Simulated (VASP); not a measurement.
A run of VASP 6.6.1:

Contents of INCAR:

```
PREC = Accurate
ENCUT = 520
EDIFF = 1E-6
ISMEAR = 0
SIGMA = 0.05
LREAL = F
LASPH = T
NELM = 80
ALGO = Normal
ISIF = 2
LWAVE = F
LCHARG = F
GGA = PE
NBANDS = 16
```

File KPOINTS:

```
Automatic mesh
0
Gamma
  8 8 6
```

The input POSCAR:

```
AlN
1.0
    0.0000000000     -1.9844337052     -1.9844337052
    0.0000000000      1.9844337052     -1.9844337052
    3.9688674103      0.0000000000      0.0000000000
Al N
2 2
Direct
    0.5289881188      0.4710118812      0.0000000000
   -0.0289881188      0.0289881188      0.5000000000
    0.4894833559      0.5105166441      0.5000000000
    0.0105166441      0.9894833559      0.0000000000
```

Potentials or basis: VASP PAW PBE potentials, release 64 (Al, N).

The run is started by

```console
$ cat potpaw_PBE.64/Al/POTCAR potpaw_PBE.64/N/POTCAR > POTCAR
$ mpirun -np 1 vasp_std > vasp.out
```

Hardware: 1 thread of Intel(R) Xeon(R) Platinum 8259CL CPU @ 2.50GHz (Skylake/Cascade Lake) (shared host).

Problem. How long does it take, and how much memory?

Solution. It took 28 s on 1 thread of Intel(R) Xeon(R) Platinum 8259CL CPU @ 2.50GHz (Skylake/Cascade Lake), with other jobs on the host, peak memory 0.16 GiB. Counts: scf iterations 12, k points 84.
